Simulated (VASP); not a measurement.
A run of VASP 6.6.1:

INCAR

```
SYSTEM = Na3YI6
PREC = Accurate ; ENCUT = 520
EDIFF = 1E-6 ; ISMEAR = 0
SIGMA = 0.01 ; LREAL = .False.
LASPH = .True. ; NELM = 80
ALGO = Normal ; ISIF = 2
LWAVE = .False. ; LCHARG = .False.
GGA = PS ; NBANDS = 48
```

Contents of KPOINTS:

```
Automatic mesh
0
Gamma
  3 3 3
  0 0 0
```

File POSCAR:

```
Na3YI6
1.0
    0.0000000000      6.1077960000      6.1077960000
    6.1077960000      0.0000000000      6.1077960000
    6.1077960000      6.1077960000      0.0000000000
Na Y I
3 1 6
Direct
    0.7500000000      0.7500000000      0.7500000000
    0.2500000000      0.2500000000      0.2500000000
    0.5000000000      0.5000000000      0.5000000000
    0.0000000000      0.0000000000      0.0000000000
    0.7537720000      0.2462280000      0.2462280000
    0.2462280000      0.2462280000      0.7537720000
    0.2462280000      0.7537720000      0.7537720000
    0.2462280000      0.7537720000      0.2462280000
    0.7537720000      0.2462280000      0.7537720000
    0.7537720000      0.7537720000      0.2462280000
```

Potentials or basis: VASP PAW PBE potentials, release 64 (Na_pv, Y_sv, I).

Command:

```bash
$ cat potpaw_PBE.64/Na_pv/POTCAR potpaw_PBE.64/Y_sv/POTCAR potpaw_PBE.64/I/POTCAR > POTCAR
$ mpirun -np 1 vasp_std > vasp.out
```

Hardware: 1 thread of Intel(R) Xeon(R) 6975P-C (Granite Rapids) (shared host).

Problem. How long does it take, and how much memory?

Solution. It took 2.1 min on 1 thread of Intel(R) Xeon(R) 6975P-C (Granite Rapids) (shared host), peak memory 0.6 GiB. Counts: scf iterations 15, k points 4.
